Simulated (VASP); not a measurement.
WS2, 3 atoms in the cell. The cell holds a slab with vacuum, 3 atoms: a = 3.150 Å, b = 3.150 Å, c = 17.077 Å, α = 90.00°, β = 90.00°, γ = 120.00°.  This cell differs from its parent crystal: atoms displaced along a vibrational mode, the cell strained.

```yaml
Program: VASP 6.6.1
Task: single point
Functional: PBEsol
Dispersion: D3(BJ)
Potentials_or_basis: VASP PAW PBE potentials, release 64 (W_sv, S)
Cutoff: 520 eV
k_mesh: 12 × 12 × 2
Occupations: gaussian, width 0.05 eV
Spin: no spin polarisation
Dipole_correction: no
Further_INCAR_settings: ALGO = Normal; EDIFF = 1e-07; NBANDS = 20
```

Potentials or basis: VASP PAW PBE potentials, release 64 (W_sv, S).

The run is started by

```sh
$ cat potpaw_PBE.64/W_sv/POTCAR potpaw_PBE.64/S/POTCAR > POTCAR
$ mpirun -np 1 vasp_std > vasp.out
```

Hardware: 1 thread of AMD EPYC 9R45 96-Core Processor (Zen 5), on a shared host.

**Question.** Estimate the wall time of this run.

**Answer.** Wall time 3.6 min on 1 thread of AMD EPYC 9R45 96-Core Processor (Zen 5), on a shared host, peak memory 0.37 GiB. Counts: scf iterations 24, k points 86.
